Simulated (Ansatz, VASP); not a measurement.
Two plane-wave programs on MgSn2N2

```
CELL_PARAMETERS angstrom
3.36055 0.00000 0.00000
0.00000 3.36055 0.00000
0.00000 0.00000 8.18839
ATOMIC_POSITIONS crystal
Mg 0.50000 0.50000 0.00000
Sn 0.00000 0.00000 0.69214
Sn 0.00000 0.00000 0.30786
N 0.00000 0.50000 0.15270
N 0.50000 0.00000 0.84730
```

Alike in both runs: task single point; functional PBE; k mesh 4 × 4 × 2; no spin polarisation.

|  | VASP | Ansatz |
| --- | --- | --- |
| version | VASP 6.6.1 | Ansatz 0.2.0 |
| potentials or method | VASP PAW PBE potentials, release 64 (Mg, Sn_d, N), cutoff 520 eV | scalar-relativistic, plane waves, PAW |
| occupations | methfessel-paxton of order 1, width 0.1 eV | cold |
| valence electrons in the cell | 40 | 48 |

|  | VASP | Ansatz | Ansatz less VASP |
| --- | --- | --- | --- |
| gap on the k mesh at the Fermi level (eV) | none | none | - |
| pressure (GPa) | 0.2 | 0.2 | +0.05 |
| traceless stress, the component that is largest in VASP (GPa) | 0.46 | 0.47 | +0.013 |
| rms of the force components (eV/Å) | 0.102 | 0.095 | -0.0075 |

Atom by atom the forces differ by 0.010 eV/Å (rms over components). A gap of «none» marks a metal or a gap that the smearing closes. VASP's potentials hold 40 valence electrons a cell and Ansatz's 48, so a difference there can come from the potentials and not from the codes.

The k mesh is coarse, so the values compare programs but aren't converged.
